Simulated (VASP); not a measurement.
Write the native input for VASP 6.6.1 that does the following.

```yaml
Task: single point
Functional: r2SCAN
Potentials_or_basis: VASP PAW PBE potentials, release 64 (C_h)
Cutoff: 910 eV
k_mesh: 12 × 12 × 12
Occupations: gaussian, width 0.05 eV
Spin: no spin polarisation
Dipole_correction: no
Further_INCAR_settings: ALGO = Normal; EDIFF = 1e-06; NBANDS = 11
```

C:

```xyz
2
Lattice="0.0000 1.7935 1.7935 1.7801 0.0134 1.7801 1.7801 1.7801 0.0134" Properties=species:S:1:pos:R:3 pbc="T T T"
C     1.7801    1.7935    1.7935
C     2.6702    2.6902    2.6902
```

This cell differs from its parent crystal: strain +0.0150 x Voigt [0, 0, 0, 1, 0, 0].

One way to write it, as run:

POSCAR

```
C
1.0
    0.0000000000      1.7934927705      1.7934927705
    1.7801417077      0.0133510628      1.7801417077
    1.7801417077      1.7801417077      0.0133510628
C
2
Direct
    0.5000000000      0.5000000000      0.5000000000
    0.7500000000      0.7500000000      0.7500000000
```

INCAR.step1

```
PREC = Accurate ; ENCUT = 910
ISMEAR = 0 ; SIGMA = 0.05
LREAL = F ; LASPH = T
NELM = 120 ; NBANDS = 11
GGA = PE ; ALGO = Normal
EDIFF = 1E-5 ; LWAVE = T
LCHARG = F ; GGA_COMPAT = F
```

INCAR.step2

```
PREC = Accurate ; ENCUT = 910
EDIFF = 1E-6 ; ISMEAR = 0
SIGMA = 0.05 ; LREAL = F
LASPH = T ; NELM = 120
ALGO = Normal ; ISIF = 2
LWAVE = F ; LCHARG = F
METAGGA = R2SCAN ; LMIXTAU = T
NBANDS = 11 ; ISTART = 1
GGA_COMPAT = F
```

KPOINTS

```
regular mesh
0
Gamma
  12 12 12
```

Potentials or basis: VASP PAW PBE potentials, release 64 (C_h).

Run with:

```bash
$ cat potpaw_PBE.64/C_h/POTCAR > POTCAR
$ cp INCAR.step1 INCAR
$ mpirun -np 1 vasp_std > vasp.out
$ cp INCAR.step2 INCAR
$ mpirun -np 1 vasp_std > vasp.out
```

It gave:

* Pressure: -0.7 GPa
* Largest force: 0.031 eV/Å
* Band gap on the k mesh: 4.37 eV (least direct gap 5.66 eV)

Caveat: the cell differs from its parent crystal (strain +0.0150 x Voigt [0, 0, 0, 1, 0, 0]); the cutoff is under 1.25 times the usual one of these potentials, so pressure, stress and relaxed cells hold a basis-set (Pulay) error; the PAW data sets were made with another functional, which shifts forces and pressure a little.

Run time: 6 min on 1 thread of AMD EPYC 7R43 64-Core Processor (Zen 3), with other jobs on the host, peak memory 0.16 GiB.
